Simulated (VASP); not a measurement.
Crystal: Re.

```
Re
1.0
     0.00000    1.94430    1.94430
     1.94430    0.00000    1.94430
     1.94430    1.94430    0.00000
Re
1
Direct
  0.00000 0.00000 0.00000
```

This isn't the form of Re at room conditions, which is hcp.

```yaml
Program: VASP 6.6.1
Task: relaxation of cell and atoms
Functional: LDA
Potentials_or_basis: VASP PAW LDA potentials, release 64 (Re)
Cutoff: 600 eV
k_mesh: 8 × 8 × 8
Occupations: gaussian, width 0.1 eV
Spin: no spin polarisation
```

At the start: pressure -7.6 GPa; volume 14.70 Å³/atom.

**Question.** How do energy, volume and symmetry change on relaxing?

**Answer.** Over 3 steps the energy falls by 6.8 meV/atom and the volume is 14.43 Å³/atom (-1.8 %); space group Fm-3m (No. 225, to 0.1 Å) before and after.

Step by step:
| step | energy change (eV) | largest force (eV/Å) | pressure (GPa) | volume (Å³) |
| --- | --- | --- | --- | --- |
| 1 | 0.0000 | 0.0000 | -7.60 | 14.70 |
| 2 | 0.1315 | 0.0000 | 41.46 | 13.27 |
| 3 | -0.0068 | 0.0000 | -0.30 | 14.43 |

Final structure:
```
Re
1.0
     0.00000    1.93233    1.93233
     1.93233    0.00000    1.93233
     1.93233    1.93233    0.00000
Re
1
Cartesian
  0.0000 0.0000 0.0000
```
